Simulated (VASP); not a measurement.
A run of VASP 6.6.1 is set up as follows.

INCAR

```
SYSTEM = MoS2
ALGO     = Normal         ! electronic algorithm
EDIFF    = 1E-6           ! SCF threshold, eV
ENCUT    = 520            ! plane-wave cutoff, eV
GGA      = PE             ! functional
ISIF     = 2              ! what is computed and relaxed
ISMEAR   = 0              ! smearing method
IVDW     = 12             ! dispersion correction
LASPH    = .TRUE.         ! aspherical terms in the spheres
LCHARG   = .FALSE.        ! write CHGCAR
LREAL    = .FALSE.        ! projectors in reciprocal space
LWAVE    = .FALSE.        ! write WAVECAR
NBANDS   = 49             ! bands
NELM     = 80             ! most SCF steps
PREC     = Accurate       ! precision mode
SIGMA    = 0.05           ! smearing width, eV
```

The input KPOINTS:

```
k-points
0
G
  10 10 2
  0 0 0
```

File POSCAR:

```
MoS2
1.0
   -1.5764743774     -2.7305337185      0.0000000000
    1.5764743774     -2.7305337185      0.0000000000
    0.0000000000      0.0000000000     19.4896049492
Mo S
3 6
Direct
    1.0000000000      1.0000000000      0.7692279054
    0.3333333333      0.3333333333      0.1538706420
    0.6666666667      0.6666666667      0.4615492737
    1.0000000000      1.0000000000      0.5417381909
    0.3333333333      0.3333333333      0.8494168225
    0.6666666667      0.6666666667      0.2340595592
    1.0000000000      1.0000000000      0.3812817620
    0.3333333333      0.3333333333      0.6889603937
    0.6666666667      0.6666666667      0.0736031303
```

Potentials or basis: VASP PAW PBE potentials, release 64 (Mo_sv, S).

The run is started by

```bash
$ cat potpaw_PBE.64/Mo_sv/POTCAR potpaw_PBE.64/S/POTCAR > POTCAR
$ mpirun -np 1 vasp_std > vasp.out
```

What does it give for the band gap on the k mesh?

0.99 eV (least direct gap 1.91 eV).

Estimate the pressure.

-0.2 GPa.

What does it give for the dispersion energy per atom?

-0.414 eV.

Predict the largest force.

0.117 eV/Å.

Forces in eV/Å, atoms in the order of the input:
```
Mo   0.000  0.000 -0.031
Mo   0.000  0.000  0.010
Mo   0.000  0.000  0.006
S    0.000  0.000 -0.018
S    0.000  0.000  0.117
S    0.000  0.000 -0.002
S    0.000  0.000  0.012
S    0.000  0.000  0.010
S    0.000  0.000 -0.104
```

Caveat: the cell differs from its parent crystal (the distance across one plane changed). A k mesh can miss the band edges.
